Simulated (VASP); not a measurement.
Input of a VASP 6.6.1 run:

POSCAR

```
Ge
1.0
   -2.5744900000      2.5744900000      1.3974100000
    2.5744900000     -2.5744900000      1.3974100000
    2.5744900000      2.5744900000     -1.3974100000
Ge
2
Direct
    0.2482700000      0.7338700000      0.4799100000
    0.4948400000      0.4987800000      0.9910700000
```

Contents of INCAR.step1:

```
PREC = Accurate
ENCUT = 520
ISMEAR = 1
SIGMA = 0.1
LREAL = F
LASPH = T
NELM = 80
NBANDS = 21
GGA = PE
ALGO = Normal
EDIFF = 1E-4
LWAVE = T
LCHARG = F
```

The input INCAR.step2:

```
PREC = Accurate
ENCUT = 520
EDIFF = 1E-6
ISMEAR = 1
SIGMA = 0.1
LREAL = F
LASPH = T
NELM = 80
ALGO = Normal
ISIF = 2
LWAVE = F
LCHARG = F
METAGGA = R2SCAN
LMIXTAU = T
NBANDS = 21
ISTART = 1
```

KPOINTS

```
Automatic mesh
0
Gamma
  8 8 6
```

Potentials or basis: VASP PAW PBE potentials, release 64 (Ge_d).

Command:

```console
$ cat potpaw_PBE.64/Ge_d/POTCAR > POTCAR
$ cp INCAR.step1 INCAR
$ mpirun -np 1 vasp_std > vasp.out
$ cp INCAR.step2 INCAR
$ mpirun -np 1 vasp_std > vasp.out
```

**Question.** Estimate the band gap on the k mesh.

**Answer.** Zero (band 14 reaches 8.40 eV, above the bottom of band 15 at 3.66 eV).

**Question.** Predict the largest force.

**Answer.** 0.202 eV/Å.

**Question.** Estimate the pressure.

**Answer.** 0.9 GPa.

Forces in eV/Å, atoms in the order of the input:
```
Ge   0.200  0.006 -0.025
Ge  -0.200 -0.006  0.025
```

Caveat: the PAW data sets were made with another functional, which shifts forces and pressure a little.
